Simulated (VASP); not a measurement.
A run of VASP 6.6.1:

File INCAR:

```
SYSTEM = Be2H3
ALGO = Fast
EDIFF = 1E-6
ENCUT = 520
GGA = PE
ISIF = 2
ISMEAR = 0
LASPH = .True.
LCHARG = .True.
LELF = .True.
LREAL = .False.
LVHAR = .True.
LWAVE = .False.
NBANDS = 12
NELM = 60
PREC = Accurate
SIGMA = 0.1
```

File KPOINTS:

```
k-points
0
Gamma
  12 12 4
  0 0 0
```

Contents of POSCAR:

```
Be2H3
1.0
    3.8495571224     -0.4974510686     -0.0512827500
   -2.3363778940      2.1550485750     -0.0220273820
   -0.1084728781     -0.1068708590      6.4080825959
Be H
2 3
Direct
    0.0187874646      0.7198484493      0.1145390446
    0.9752964585      0.1733702542      0.8482778430
    0.0105468316      0.2111514423      1.0672449687
    0.4534617575      0.6519359182      0.7123351500
    0.5419074878      0.2436939359      0.2576029937
```

Potentials or basis: VASP PAW PBE potentials, release 64 (Be, H).

Run with:

```bash
$ cat potpaw_PBE.64/Be/POTCAR potpaw_PBE.64/H/POTCAR > POTCAR
$ mpirun -np 1 vasp_std > vasp.out
```

Hardware: 1 thread of Oxide Virtual Turin-like Processor, with other jobs on the host.

Q: How long does it take, and how much memory?

A: Run time: 4.9 min on 1 thread of Oxide Virtual Turin-like Processor, with other jobs on the host, peak memory 0.25 GiB. Counts: scf iterations 13, k points 292.
